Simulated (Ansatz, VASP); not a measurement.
## Two plane-wave programs on ZnMo3

File INCAR:

```
SYSTEM = ZnMo3
PREC = Accurate
ENCUT = 520
EDIFF = 1E-7
ISMEAR = 1
SIGMA = 0.1
LREAL = .False.
LASPH = .True.
NELM = 60
ALGO = Normal
ISIF = 2
LWAVE = .False.
LCHARG = .True.
GGA = PE
LELF = .True.
LVHAR = .True.
NBANDS = 35
```

File KPOINTS:

```
regular mesh
0
Gamma
  6 6 6
  0 0 0
```

The input POSCAR:

```
ZnMo3
1.0
    4.0330938797      0.0000000000      0.0000000000
    0.0000000000      4.0330938797      0.0000000000
    0.0000000000      0.0000000000      4.0330938797
Zn Mo
1 3
Direct
    0.0000000000      0.0000000000      0.0000000000
    0.0000000000      0.5000000000      0.5000000000
    0.5000000000      0.0000000000      0.5000000000
    0.5000000000      0.5000000000      0.0000000000
```

Input for Ansatz:

```yaml
crystal:
  lattice:
    - [4.033093879742567, 0.0, 0.0]
    - [0.0, 4.033093879742567, 0.0]
    - [0.0, 0.0, 4.033093879742567]
  atoms:
    - { symbol: Zn, position: [0.0, 0.0, 0.0] }
    - { symbol: Mo, position: [0.0, 0.5, 0.5] }
    - { symbol: Mo, position: [0.5, 0.0, 0.5] }
    - { symbol: Mo, position: [0.5, 0.5, 0.0] }
basis:
  ecutwfc: 470.0
kpoints:
  mp_grid:
    grid: [6, 6, 6]
hamiltonian:
  xc: pbe
scf:
  occupations:
    method: methfessel_paxton
output:
  stress: true
```

Alike in both runs: task single point; functional PBE; k mesh 6 × 6 × 6; no spin polarisation.

|  | VASP | Ansatz |
| --- | --- | --- |
| version | VASP 6.6.1 | Ansatz 0.2.0 |
| potentials or method | VASP PAW PBE potentials, release 64 (Zn, Mo_sv), cutoff 520 eV | plane waves, PAW |
| occupations | methfessel-paxton of order 1, width 0.1 eV | methfessel-paxton of order 1 |
| valence electrons in the cell | 54 | 54 |

|  | VASP | Ansatz | Ansatz less VASP |
| --- | --- | --- | --- |
| pressure (GPa) | -13.3 | -13.8 | -0.42 |
